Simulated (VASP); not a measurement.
# HfN (Pm-3m) in VASP: notebook, part 2 of 2

VASP 6.6.1.

### 4 Single point, r2SCAN

This run uses another cell than the first one, of 10.64 Å³/atom, 1.032 times its volume.

POSCAR

```
HfN
1.0
    2.7710831770      0.0000000000      0.0000000000
    0.0000000000      2.7710831770      0.0000000000
    0.0000000000      0.0000000000      2.7710831770
Hf N
1 1
Direct
    0.5000000000      0.5000000000      0.5000000000
    0.0000000000      0.0000000000      0.0000000000
```

INCAR.step1

```
SYSTEM = HfN
  PREC = Accurate
  ENCUT = 520
  ISMEAR = -1
  SIGMA = 0.05
  LREAL = .FALSE.
  LASPH = .TRUE.
  NELM = 100
  NBANDS = 14
  GGA = PE
  ALGO = Normal
  EDIFF = 1E-4
  LWAVE = .TRUE.
  LCHARG = .FALSE.
```

INCAR.step2

```
SYSTEM = HfN
  PREC = Accurate
  ENCUT = 520
  EDIFF = 1E-7
  ISMEAR = -1
  SIGMA = 0.05
  LREAL = .FALSE.
  LASPH = .TRUE.
  NELM = 100
  ALGO = Normal
  ISIF = 2
  LWAVE = .FALSE.
  LCHARG = .TRUE.
  METAGGA = R2SCAN
  LMIXTAU = .TRUE.
  LELF = .TRUE.
  LVHAR = .TRUE.
  NBANDS = 14
  ISTART = 1
```

KPOINTS

```
regular mesh
0
G
  9 9 9
  0 0 0
```

Potentials or basis: VASP PAW PBE potentials, release 64 (Hf_pv, N).

Started as:

```bash
cat potpaw_PBE.64/Hf_pv/POTCAR potpaw_PBE.64/N/POTCAR > POTCAR
cp INCAR.step1 INCAR
mpirun -np 1 vasp_std > vasp.out
cp INCAR.step2 INCAR
mpirun -np 1 vasp_std > vasp.out
```

OUTCAR:

```text
SYSTEM = HfN
   PREC = Accurate
   ENCUT = 520
   EDIFF = 1E-7
   ISMEAR = -1
   LREAL = .FALSE.
   LASPH = .TRUE.
   NELM = 100
   ISIF = 2
   METAGGA = R2SCAN
   ISTART = 1

 ion  position               nearest neighbor table
   1  0.500  0.500  0.500-   2 2.40   2 2.40   2 2.40   2 2.40   2 2.40   2 2.40   2 2.40   2 2.40

   2  0.000  0.000  0.000-   1 2.40   1 2.40   1 2.40   1 2.40   1 2.40   1 2.40   1 2.40   1 2.40

  LATTYP: Found a simple cubic cell.
 ALAT       =     2.7710831770

  Lattice vectors:

 A1 = (   2.7710831770,   0.0000000000,   0.0000000000)
 A2 = (   0.0000000000,   2.7710831770,   0.0000000000)
 A3 = (   0.0000000000,   0.0000000000,   2.7710831770)

Analysis of symmetry for initial positions (statically):
=====================================================================
 Subroutine PRICEL returns:
 Original cell was already a primitive cell.

 Routine SETGRP: Setting up the symmetry group for a
 simple cubic supercell.

 Subroutine GETGRP returns: Found 48 space group operations
 (whereof 48 operations were pure point group operations)
 out of a pool of 48 trial point group operations.

The static configuration has the point symmetry O_h .

Analysis of symmetry for dynamics (positions and initial velocities):
=====================================================================
 Subroutine PRICEL returns:
 Original cell was already a primitive cell.

 Routine SETGRP: Setting up the symmetry group for a
 simple cubic supercell.

 Subroutine GETGRP returns: Found 48 space group operations
 (whereof 48 operations were pure point group operations)
 out of a pool of 48 trial point group operations.

The dynamic configuration has the point symmetry O_h .

 Subroutine INISYM returns: Found 48 space group operations
 (whereof 48 operations are pure point group operations),
 and found     1 'primitive' translations

----------------------------------------------------------------------------------------

                                     Primitive cell

  volume of cell :      21.2789

  direct lattice vectors                    reciprocal lattice vectors
     2.771083177  0.000000000  0.000000000     0.360869716  0.000000000  0.000000000
     0.000000000  2.771083177  0.000000000     0.000000000  0.360869716  0.000000000
     0.000000000  0.000000000  2.771083177     0.000000000  0.000000000  0.360869716

  length of vectors
     2.771083177  2.771083177  2.771083177     0.360869716  0.360869716  0.360869716

  position of ions in fractional coordinates (direct lattice)
     0.500000000  0.500000000  0.500000000
     0.000000000  0.000000000  0.000000000

  ion indices of the primitive-cell ions
   primitive index   ion index
                 1           1
                 2           2

----------------------------------------------------------------------------------------

 KPOINTS: regular mesh

Automatic generation of k-mesh.
 Grid dimensions read from file:
 generate k-points for:    9    9    9

 Generating k-lattice:

[... 40 lines left out ...]
  0.333333  0.333333  0.111111     24.000000
  0.444444  0.333333  0.111111     48.000000
 [... further k-points ...]
   k-points           NKPTS =     35   k-points in BZ     NKDIM =     35   number of bands    NBANDS=     14
   number of dos      NEDOS =    301   number of ions     NIONS =      2
   total plane-waves  NPLWV =  13824
   dimension x,y,z NGX =    24 NGY =   24 NGZ =   24
   dimension x,y,z NGXF=    48 NGYF=   48 NGZF=   48
   ions per type =               1   1
   NGX,Y,Z   is equivalent  to a cutoff of  14.40, 14.40, 14.40 a.u.
   NGXF,Y,Z  is equivalent  to a cutoff of  28.80, 28.80, 28.80 a.u.
 SYSTEM =  HfN
   PREC   = accura    normal or accurate (medium, high low for compatibility)
   ISTART =      1    job   : 0-new  1-cont  2-samecut
   ICHARG =      0    charge: 1-file 2-atom 10-const
   ISPIN  =      1    spin polarized calculation?
   LNONCOLLINEAR =      F non collinear calculations
   LSORBIT =      F    spin-orbit coupling
   LASPH  =      T    aspherical Exc in radial PAW
   ENCUT  =  520.0 eV  38.22 Ry    6.18 a.u.   5.15  5.15  5.15*2*pi/ulx,y,z
   NELM   =    100;   NELMIN=  2; NELMDL=  0     # of ELM steps
   EDIFF  = 0.1E-06   stopping-criterion for ELM
   LREAL  =      F    real-space projection
   EDIFFG = 0.1E-05   stopping-criterion for IOM
   NSW    =      0    number of steps for IOM
   IBRION =     -1    ionic relax: 0-MD 1-quasi-New 2-CG
   NFREE  =      0    steps in history (QN), initial steepest desc. (CG)
   ISIF   =      2    stress and relaxation
   ISYM   =      2    0-nonsym 1-usesym 2-fastsym
   POTIM  = 0.5000    time-step for ionic-motion
   TEBEG  =    0.0;   TEEND  =   0.0 temperature during run
   PSTRESS=    0.0 pullay stress
   NELECT =      15.0000    total number of electrons
   NUPDOWN=      -1.0000    fix difference up-down
   EMIN   =  10.00;   EMAX   =-10.00  energy-range for DOS
   EFERMI =   0.00;   METHOD = LEGACY
   ISMEAR =    -1;   SIGMA  =   0.05  broadening in eV -4-tet -1-fermi 0-gaus
   EFERMI_NEDOS =   21; number of points for ismear=-14 and -15
   IALGO  =     38    algorithm
   IMIX   =      4    mixing-type and parameters
     AMIX     =   0.40;   BMIX     =  1.00
     AMIX_MAG =   1.60;   BMIX_MAG =  1.00
  volume/ion in A,a.u.               =      10.64        71.80
  Fermi-wavevector in a.u.,A,eV,Ry     =   1.456987  2.753306 28.882600  2.122811
  Thomas-Fermi vector in A             =   2.573841
   LORBIT       =      0    0 simple, 1 ext, 2 COOP (PROOUT), +10 PAW based schemes
   METAGGA = R2SCAN    functional components
   LHFCALC =     F    Hartree Fock is set to
   AEXX    =    0.0000 exact exchange contribution
   IVDW    =     0    specifies the selected vdW correction
   LEPSILON=     F    determine dielectric tensor
   LRPA    =     F    only Hartree local field effects (RPA)
 non-spin polarized calculation
  energy-cutoff  :      520.00
  volume of cell :       21.28
 maximum number of plane-waves:       587
 NGX is ok and might be reduce to    24
   NGX = 11   NGY = 11   NGZ = 11

 number of electron      15.0000004 magnetization

 Free energy of the ion-electron system (eV)
  ---------------------------------------------------
  ext. energy  EPLUGINS =         0.00000000
  ---------------------------------------------------
  free energy    TOTEN  =       -56.15488032 eV

  energy without entropy =      -56.14542678  energy(sigma->0) =      -56.15015355

 E-fermi :   7.9879     XC(G=0): -14.1154

 val. band max:        7.9155904610   @ k =   0.1111   0.1111   0.0000
 cond. band min:       8.0675113273   @ k =   0.4444   0.2222   0.1111
 fundamental gap:      0.1519208663
 Fermi energy:         7.9878958661

 k-point     1 :       0.0000    0.0000    0.0000
  band No.  band energies     occupation
      1     -23.3245      2.00000
      2     -23.3245      2.00000
      3     -23.3245      2.00000
      4      -9.5423      2.00000
      5       5.2893      2.00000
      6       5.2893      2.00000
      7       6.6804      2.00000
      8       6.6804      2.00000
      9       6.6804      2.00000
     10      12.5859      0.00000
     11      14.8837      0.00000
     12      14.8837      0.00000
     13      14.8837      0.00000
     14      19.9752      0.00000
[... 377 lines left out ...]
      1     -24.6128      2.00000
      2     -24.2495      2.00000
      3     -23.2434      2.00000
      4      -7.3224      2.00000
      5       2.1923      2.00000
      6       3.2232      2.00000
      7       5.9192      2.00000
      8       8.0988      0.19630
      9      11.5945      0.00000
     10      12.0609      0.00000
     11      14.0623      0.00000
     12      15.4355      0.00000
     13      19.9752      0.00000
     14      20.1012      0.00000

 [... further k-points ...]

------------------------ aborting loop because EDIFF is reached ----------------------------------------

  FORCE on cell =-STRESS in cart. coord.  units (eV):
  Direction    XX          YY          ZZ          XY          YZ          ZX
  --------------------------------------------------------------------------------------
  -------------------------------------------------------------------------------------
  Total        0.9231035      0.9231035      0.9231035     -0.0000000     -0.0000000     -0.0000000
  in kB       69.5043973     69.5043973     69.5043973     -0.0000000     -0.0000000     -0.0000000
  external PRESSURE =      69.5043973 kB  Pullay stress =       0.0000000 kB

 VOLUME and BASIS-vectors are now :
 -----------------------------------------------------------------------------
  energy-cutoff  :      520.00
  volume of cell :       21.28
      direct lattice vectors                 reciprocal lattice vectors
     2.771083177  0.000000000  0.000000000     0.360869716  0.000000000  0.000000000
     0.000000000  2.771083177  0.000000000     0.000000000  0.360869716  0.000000000
     0.000000000  0.000000000  2.771083177     0.000000000  0.000000000  0.360869716

 POSITION                                       TOTAL-FORCE (eV/Angst)
 -----------------------------------------------------------------------------------
      1.38554      1.38554      1.38554         0.000000      0.000000      0.000000
      0.00000      0.00000      0.00000         0.000000      0.000000      0.000000
 -----------------------------------------------------------------------------------
    total drift:                                0.000000     -0.000000     -0.000000

  FREE ENERGIE OF THE ION-ELECTRON SYSTEM (eV)
  ---------------------------------------------------
  free  energy   TOTEN  =       -56.1548803216 eV

  energy  without entropy=      -56.1454267777  energy(sigma->0) =      -56.15015355
```

Run time: 32 s. Hardware: 1 thread of AMD EPYC 9R45 (Zen 5), shared host; peak memory 0.12 GiB.

Results:

```
Free energy : -56.1549 eV
Pressure    : 7.0 GPa
```

Caveat: the PAW data sets were made with another functional, which shifts forces and pressure a little; spin-orbit coupling is left out, which moves the levels of the heavy elements.

### 5 Summary

| cell | gap on the mesh (eV) | pressure (GPa) |
| --- | --- | --- |
| a = 2.742 Å, 2 atoms | none | 16.7 |
| a = 2.787 Å, 2 atoms | none | 2.0 |
| a = 2.771 Å, 2 atoms | none | 7.0 |

Alike in all rows: task single point; level r2SCAN; potentials or basis VASP PAW PBE potentials, release 64 (Hf_pv, N); no spin polarisation; k mesh 9 × 9 × 9; cutoff (eV) 520; smearing fermi-dirac 0.05 eV.

Caveats: the PAW data sets were made with another functional, which shifts forces and pressure a little; spin-orbit coupling is left out, which moves the levels of the heavy elements.

Total energies depend on the potentials used, so only differences within one code and one set of settings carry meaning.
